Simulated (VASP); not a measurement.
# Ti (Fm-3m) in VASP: further runs

The runs below take Ti through single point, relaxation of cell and atoms, with r2SCAN.

Program: VASP 6.6.1. These are calculated values, not measurements. Logs are shortened: lines on timing, memory, paths and dates and some standing lists are left out, and cuts for length are marked.

## Step 1: The cell of the first run

It takes space group Fm-3m (No. 225, cubic). Conventional cell: a = 4.116 Å, b = 4.116 Å, c = 4.116 Å, α = 90.00°, β = 90.00°, γ = 90.00°. Ti (site symmetry m-3m) has 12 Ti at 2.91 Å within 3.8 Å.

## Step 2: Single point, r2SCAN

POSCAR reads:

```
Ti
1.0
    0.0000000000      2.0579472803      2.0579472803
    2.0579472803      0.0000000000      2.0579472803
    2.0579472803      2.0579472803      0.0000000000
Ti
1
Direct
    0.0000000000      0.0000000000      0.0000000000
```

INCAR.step1 reads:

```
  ALGO = Normal
  EDIFF = 1E-4
  ENCUT = 520
  GGA = PE
  ISMEAR = -1
  LASPH = T
  LCHARG = F
  LREAL = F
  LWAVE = T
  NBANDS = 12
  NELM = 80
  PREC = Accurate
  SIGMA = 0.15
```

INCAR.step2 reads:

```
  ALGO = Normal
  EDIFF = 1E-6
  ENCUT = 520
  ISIF = 2
  ISMEAR = -1
  ISTART = 1
  LASPH = T
  LCHARG = T
  LELF = T
  LMIXTAU = T
  LREAL = F
  LVHAR = T
  LWAVE = F
  METAGGA = R2SCAN
  NBANDS = 12
  NELM = 80
  PREC = Accurate
  SIGMA = 0.15
```

KPOINTS reads:

```
k-points
0
Gamma
  18 18 18
```

Potentials or basis: VASP PAW PBE potentials, release 64 (Ti_sv).

Launch:

```sh
> cat potpaw_PBE.64/Ti_sv/POTCAR > POTCAR
> cp INCAR.step1 INCAR
> mpirun -np 1 vasp_std > vasp.out
> cp INCAR.step2 INCAR
> mpirun -np 1 vasp_std > vasp.out
```

OUTCAR:

```text
EDIFF = 1E-6
   ENCUT = 520
   ISIF = 2
   ISMEAR = -1
   ISTART = 1
   LASPH = T
   LREAL = F
   METAGGA = R2SCAN
   NELM = 80
   PREC = Accurate

 ion  position               nearest neighbor table
   1  0.000  0.000  0.000-

  LATTYP: Found a face centered cubic cell.
 ALAT       =     4.1158945606

  Lattice vectors:

 A1 = (   0.0000000000,   2.0579472803,   2.0579472803)
 A2 = (   2.0579472803,   0.0000000000,   2.0579472803)
 A3 = (   2.0579472803,   2.0579472803,   0.0000000000)

Analysis of symmetry for initial positions (statically):
=====================================================================
 Subroutine PRICEL returns:
 Original cell was already a primitive cell.

 Routine SETGRP: Setting up the symmetry group for a
 face centered cubic supercell.

 Subroutine GETGRP returns: Found 48 space group operations
 (whereof 48 operations were pure point group operations)
 out of a pool of 48 trial point group operations.

The static configuration has the point symmetry O_h .

Analysis of symmetry for dynamics (positions and initial velocities):
=====================================================================
 Subroutine PRICEL returns:
 Original cell was already a primitive cell.

 Routine SETGRP: Setting up the symmetry group for a
 face centered cubic supercell.

 Subroutine GETGRP returns: Found 48 space group operations
 (whereof 48 operations were pure point group operations)
 out of a pool of 48 trial point group operations.

The dynamic configuration has the point symmetry O_h .

 Subroutine INISYM returns: Found 48 space group operations
 (whereof 48 operations are pure point group operations),
 and found     1 'primitive' translations

----------------------------------------------------------------------------------------

                                     Primitive cell

  volume of cell :      17.4314

  direct lattice vectors                    reciprocal lattice vectors
     0.000000000  2.057947280  2.057947280    -0.242960548  0.242960548  0.242960548
     2.057947280  0.000000000  2.057947280     0.242960548 -0.242960548  0.242960548
     2.057947280  2.057947280  0.000000000     0.242960548  0.242960548 -0.242960548

  length of vectors
     2.910376954  2.910376954  2.910376954     0.420820014  0.420820014  0.420820014

  position of ions in fractional coordinates (direct lattice)
     0.000000000  0.000000000  0.000000000

  ion indices of the primitive-cell ions
   primitive index   ion index
                 1           1

----------------------------------------------------------------------------------------

 KPOINTS: k-points

Automatic generation of k-mesh.
 Grid dimensions read from file:
 generate k-points for:   18   18   18

 Generating k-lattice:

  Cartesian coordinates                     Fractional coordinates (reciprocal lattice)
    -0.013497808  0.013497808  0.013497808     0.055555556  0.000000000  0.000000000
     0.013497808 -0.013497808  0.013497808     0.000000000  0.055555556  0.000000000
     0.013497808  0.013497808 -0.013497808     0.000000000  0.000000000  0.055555556

  Length of vectors
     0.023378890  0.023378890  0.023378890

  Shift w.r.t. Gamma in fractional coordinates (k-lattice)
     0.000000000  0.000000000  0.000000000

 Subroutine IBZKPT returns following result:
 ===========================================

 Found    195 irreducible k-points:

 Following reciprocal coordinates:
            Coordinates               Weight
  0.000000  0.000000  0.000000      1.000000
  0.055556  0.000000  0.000000      8.000000
  0.111111  0.000000  0.000000      8.000000
  0.166667  0.000000  0.000000      8.000000
  0.222222  0.000000  0.000000      8.000000
  0.277778  0.000000  0.000000      8.000000
[... 16 lines left out ...]
 -0.277778  0.055556  0.000000     24.000000
 -0.222222  0.055556  0.000000     24.000000
 [... further k-points ...]
   k-points           NKPTS =    195   k-points in BZ     NKDIM =    195   number of bands    NBANDS=     12
   number of dos      NEDOS =    301   number of ions     NIONS =      1
   total plane-waves  NPLWV =  13824
   dimension x,y,z NGX =    24 NGY =   24 NGZ =   24
   dimension x,y,z NGXF=    48 NGYF=   48 NGZF=   48
   ions per type =               1
   NGX,Y,Z   is equivalent  to a cutoff of  13.71, 13.71, 13.71 a.u.
   NGXF,Y,Z  is equivalent  to a cutoff of  27.42, 27.42, 27.42 a.u.
 SYSTEM =  unknown system
   PREC   = accura    normal or accurate (medium, high low for compatibility)
   ISTART =      1    job   : 0-new  1-cont  2-samecut
   ICHARG =      0    charge: 1-file 2-atom 10-const
   ISPIN  =      1    spin polarized calculation?
   LNONCOLLINEAR =      F non collinear calculations
   LSORBIT =      F    spin-orbit coupling
   LASPH  =      T    aspherical Exc in radial PAW
   ENCUT  =  520.0 eV  38.22 Ry    6.18 a.u.   5.41  5.41  5.41*2*pi/ulx,y,z
   NELM   =     80;   NELMIN=  2; NELMDL=  0     # of ELM steps
   EDIFF  = 0.1E-05   stopping-criterion for ELM
   LREAL  =      F    real-space projection
   EDIFFG = 0.1E-04   stopping-criterion for IOM
   NSW    =      0    number of steps for IOM
   IBRION =     -1    ionic relax: 0-MD 1-quasi-New 2-CG
   NFREE  =      0    steps in history (QN), initial steepest desc. (CG)
   ISIF   =      2    stress and relaxation
   ISYM   =      2    0-nonsym 1-usesym 2-fastsym
   POTIM  = 0.5000    time-step for ionic-motion
   TEBEG  =    0.0;   TEEND  =   0.0 temperature during run
   PSTRESS=    0.0 pullay stress
   NELECT =      12.0000    total number of electrons
   NUPDOWN=      -1.0000    fix difference up-down
   EMIN   =  10.00;   EMAX   =-10.00  energy-range for DOS
   EFERMI =   0.00;   METHOD = LEGACY
   ISMEAR =    -1;   SIGMA  =   0.15  broadening in eV -4-tet -1-fermi 0-gaus
   EFERMI_NEDOS =   21; number of points for ismear=-14 and -15
   IALGO  =     38    algorithm
   IMIX   =      4    mixing-type and parameters
     AMIX     =   0.40;   BMIX     =  1.00
     AMIX_MAG =   1.60;   BMIX_MAG =  1.00
  volume/ion in A,a.u.               =      17.43       117.63
  Fermi-wavevector in a.u.,A,eV,Ry     =   1.445521  2.731638 28.429786  2.089530
  Thomas-Fermi vector in A             =   2.563693
   LORBIT       =      0    0 simple, 1 ext, 2 COOP (PROOUT), +10 PAW based schemes
   METAGGA = R2SCAN    functional components
   LHFCALC =     F    Hartree Fock is set to
   AEXX    =    0.0000 exact exchange contribution
   IVDW    =     0    specifies the selected vdW correction
   LEPSILON=     F    determine dielectric tensor
   LRPA    =     F    only Hartree local field effects (RPA)
 non-spin polarized calculation
  energy-cutoff  :      520.00
  volume of cell :       17.43
 maximum number of plane-waves:       489
 NGX is ok and might be reduce to    24
   NGX = 11   NGY = 11   NGZ = 11

 number of electron      12.0000002 magnetization

 Free energy of the ion-electron system (eV)
  ---------------------------------------------------
  ext. energy  EPLUGINS =         0.00000000
  ---------------------------------------------------
  free energy    TOTEN  =       -12.93750478 eV

  energy without entropy =      -12.82291893  energy(sigma->0) =      -12.88021185

 E-fermi :   8.2019     XC(G=0): -12.3923

 val. band max:        8.1894507302   @ k =  -0.3889   0.3889   0.1667
 cond. band min:       8.2119644253   @ k =   0.2778   0.0000   0.0000
 fundamental gap:      0.0225136950
 Fermi energy:         8.2019472970

 k-point     1 :       0.0000    0.0000    0.0000
  band No.  band energies     occupation
      1     -50.8440      2.00000
      2     -25.6522      2.00000
      3     -25.6521      2.00000
      4     -25.6521      2.00000
      5       1.7300      2.00000
      6       9.2020      0.00254
      7       9.2020      0.00254
      8       9.2020      0.00254
      9      10.9982      0.00000
     10      10.9982      0.00000
     11      23.9571      0.00000
     12      28.8271      0.00000

 k-point     2 :       0.0556    0.0000    0.0000
  band No.  band energies     occupation
      1     -50.8403      2.00000
      2     -25.6737      2.00000
      3     -25.6549      2.00000
      4     -25.6548      2.00000
      5       1.8336      2.00000
      6       9.1338      0.00400
      7       9.2396      0.00198
      8       9.2396      0.00198
      9      10.9728      0.00000
     10      10.9728      0.00000
     11      24.0409      0.00000
     12      27.9374      0.00000

 k-point     3 :       0.1111    0.0000    0.0000
  band No.  band energies     occupation
      1     -50.8295      2.00000
      2     -25.7355      2.00000
      3     -25.6625      2.00000
      4     -25.6625      2.00000
      5       2.1378      2.00000
      6       8.9469      0.01384
      7       9.3383      0.00102
      8       9.3383      0.00102
      9      10.9144      0.00000
     10      10.9144      0.00000
     11      24.1828      0.00000
     12      26.3750      0.00000
[... 286 lines left out ...]
 k-point    23 :      -0.2778    0.0556    0.0000
  band No.  band energies     occupation
      1     -50.7606      2.00000
      2     -26.1006      2.00000
      3     -25.7316      2.00000
      4     -25.7020      2.00000
      5       4.2577      2.00000
      6       8.1255      1.24937
      7       9.3644      0.00086
      8       9.4854      0.00038
      9      11.0158      0.00000
     10      11.5202      0.00000
     11      20.3563      0.00000
     12      24.3258      0.00000

 k-point    24 :      -0.2222    0.0556    0.0000
  band No.  band energies     occupation
      1     -50.7822      2.00000
      2     -25.9855      2.00000
      3     -25.7159      2.00000
      4     -25.6865      2.00000
      5       3.5557      2.00000
      6       8.2946      0.70048
      7       9.4603      0.00045
      8       9.5675      0.00022
      9      10.7578      0.00000
     10      11.2521      0.00000
     11      21.9238      0.00000
     12      24.7059      0.00000

 [... further k-points ...]

------------------------ aborting loop because EDIFF is reached ----------------------------------------

  FORCE on cell =-STRESS in cart. coord.  units (eV):
  Direction    XX          YY          ZZ          XY          YZ          ZX
  --------------------------------------------------------------------------------------
  -------------------------------------------------------------------------------------
  Total        0.0443968      0.0443968      0.0443968     -0.0000000     -0.0000000      0.0000000
  in kB        4.0806475      4.0806475      4.0806475     -0.0000000     -0.0000000      0.0000000
  external PRESSURE =       4.0806475 kB  Pullay stress =       0.0000000 kB

 VOLUME and BASIS-vectors are now :
 -----------------------------------------------------------------------------
  energy-cutoff  :      520.00
  volume of cell :       17.43
      direct lattice vectors                 reciprocal lattice vectors
     0.000000000  2.057947280  2.057947280    -0.242960548  0.242960548  0.242960548
     2.057947280  0.000000000  2.057947280     0.242960548 -0.242960548  0.242960548
     2.057947280  2.057947280  0.000000000     0.242960548  0.242960548 -0.242960548

 POSITION                                       TOTAL-FORCE (eV/Angst)
 -----------------------------------------------------------------------------------
      0.00000      0.00000      0.00000         0.000000      0.000000      0.000000
 -----------------------------------------------------------------------------------
    total drift:                               -0.000000      0.000000      0.000000

  FREE ENERGIE OF THE ION-ELECTRON SYSTEM (eV)
  ---------------------------------------------------
  free  energy   TOTEN  =       -12.9375047767 eV

  energy  without entropy=      -12.8229189274  energy(sigma->0) =      -12.88021185
```

It took 57 s on 1 thread of Intel Xeon 6975P-C (Granite Rapids), shared host; peak memory 0.16 GiB.

Results:

```
Free energy            : -12.9375 eV
Pressure               : 0.4 GPa
Band gap on the k mesh : zero (band 6 reaches 9.20 eV, above the bottom of band 7 at 7.77 eV)
```

Caveat: the PAW data sets were made with another functional, which shifts forces and pressure a little.

## Step 3: Relaxation of cell and atoms, r2SCAN

This run uses another cell than the first one, of 16.73 Å³/atom, 0.960 times its volume.

POSCAR reads:

```
Ti
1.0
    0.0000000000      2.0300000000      2.0300000000
    2.0300000000      0.0000000000      2.0300000000
    2.0300000000      2.0300000000      0.0000000000
Ti
1
Direct
    0.0000000000      0.0000000000      0.0000000000
```

Changes to INCAR.step1 since step 2:

```diff
@@ -2,3 +2,3 @@
   EDIFF = 1E-4
-  ENCUT = 520
+  ENCUT = 600
   GGA = PE
@@ -9,3 +9,2 @@
   LWAVE = T
-  NBANDS = 12
   NELM = 80
```

INCAR.step2 reads:

```
  ALGO = Normal
  EDIFF = 1E-6
  EDIFFG = -0.01
  ENCUT = 600
  IBRION = 2
  ISIF = 3
  ISMEAR = -1
  ISTART = 1
  LASPH = T
  LCHARG = F
  LMIXTAU = T
  LREAL = F
  LWAVE = F
  METAGGA = R2SCAN
  NELM = 80
  NSW = 80
  PREC = Accurate
  SIGMA = 0.15
```

KPOINTS is that of step 2.

Potentials or basis: VASP PAW PBE potentials, release 64 (Ti_sv).

Launch:

```sh
> cat potpaw_PBE.64/Ti_sv/POTCAR > POTCAR
> cp INCAR.step1 INCAR
> mpirun -np 1 vasp_std > vasp.out
> cp INCAR.step2 INCAR
> mpirun -np 1 vasp_std > vasp.out
```

Run time: 7.5 min. Hardware: 1 thread of Intel Xeon Platinum 8259CL at 2.50GHz (Skylake/Cascade Lake), shared host; peak memory 0.18 GiB.

Results (log left out):

- Free energy: -12.9371 eV
- Relaxed volume: 17.51 Å³/atom
- Relaxed cell: a = 2.915 Å, b = 2.915 Å, c = 2.915 Å, α = 60.00°, β = 60.00°, γ = 60.00°
- Space group after relaxing (to 0.05 Å): Fm-3m (No. 225)
- Energy gained by relaxing: 12.6 meV/atom
- Ionic steps: 3
- Pressure after relaxing: 0.0 GPa
- Band gap on the k mesh: zero (band 6 reaches 9.15 eV, above the bottom of band 7 at 7.73 eV)

Step by step:
```csv
step,energy change (eV),largest force (eV/Å),pressure (GPa),volume (Å³)
1,0.0000,0.0000,5.36,16.73
2,-0.0054,0.0000,-3.60,18.12
3,-0.0126,0.0000,-0.02,17.51
```

Final structure:
```
Ti
1.0
     0.00000    2.06097    2.06097
     2.06097    0.00000    2.06097
     2.06097    2.06097    0.00000
Ti
1
Cartesian
  0.0000 0.0000 0.0000
```

Levels at points of the mesh, in eV from the Fermi level:
```
           k point  band 4  band 5  band 6  band 7  band 8  band 9
(0.00, 0.00, 0.00)  -33.87   -6.46    1.00    1.00    1.00    2.78
(0.50, 0.00, 0.00)  -33.95   -2.69    0.42    0.93    0.93    3.80
(0.50, 0.50, 0.00)  -34.10   -2.63   -1.75    2.76    3.86    4.03
```

Caveat: the PAW data sets were made with another functional, which shifts forces and pressure a little. Zero-point motion and thermal expansion aren't in these numbers.
